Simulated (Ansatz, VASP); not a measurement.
One calculation of GaAs, two programs

```xyz
2
Lattice="0.0000 2.8362 2.8362 2.8362 0.0000 2.8362 2.8362 2.8362 0.0000" Properties=species:S:1:pos:R:3 pbc="T T T"
Ga    0.0000    0.0000    0.0000
As    4.2544    4.2544    4.2544
```

Change from the starting cell: volume scaled by 1.01.

Alike in both runs: task single point; functional LDA; k mesh 10 × 10 × 10; occupations fermi-dirac, width 0.08 eV; no spin polarisation.

```csv
,VASP,Ansatz
version,VASP 6.6.1,Ansatz 0.2.0
potentials or method,"VASP PAW LDA potentials, release 64 (Ga_d, As), cutoff 520 eV","all-electron LAPW, scalar-relativistic"
```

|  | VASP | Ansatz | Ansatz less VASP |
| --- | --- | --- | --- |
| pressure (GPa) | -2.2 | -2.5 | -0.23 |

LDA's correlation is that of Perdew and Zunger in VASP and of Perdew and Wang (1992) in Ansatz. Ansatz ran all-electron here, and VASP with PAW potentials.
